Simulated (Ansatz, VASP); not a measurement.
# Two plane-wave programs on Te2Pd3Ru

```
Te Ru Pd
1.0
     4.60308    0.00000    0.00000
    -2.30154    3.98639    0.00000
     0.00000    0.00000    5.89668
Te Ru Pd
2 1 3
Direct
  0.33333 0.66667 0.74073
  0.66667 0.33333 0.25927
  0.00000 0.00000 0.00000
  0.33333 0.66667 0.20212
  0.66667 0.33333 0.79788
  0.00000 0.00000 0.50000
```

Change from the starting cell: species swapped into the InSn2Te3 type (P-3m1, No. 164).

Alike in both runs: functional PBE; k mesh 12 × 12 × 6; occupations gaussian, width 0.1 eV; no spin polarisation.

Ansatz relaxed the structure, and its values are those at the end. VASP's run is a single point on that final structure, the one shown.

```csv
,VASP,Ansatz
version,VASP 6.6.1,Ansatz 0.2.0
potentials or method,"VASP PAW PBE potentials, release 64 (Te, Ru_pv, Pd), cutoff 520 eV","scalar-relativistic, plane waves, PAW"
valence electrons in the cell,56,102
```

VASP gave:

| Quantity | Value |
| --- | --- |
| gap on the k mesh at the Fermi level (eV) | none |
| pressure (GPa) | -0.1 |

Question: Estimate Ansatz's values.

Answer: gap on the k mesh at the Fermi level (eV): none; pressure (GPa): 0.0.

A gap of «none» marks a metal or a gap that the smearing closes. The functional is the same, so the differences come from potentials, cutoffs and numerics. VASP's potentials hold 56 valence electrons a cell and Ansatz's 102, so a difference there can come from the potentials and not from the codes.

Neither program's run includes spin-orbit coupling.
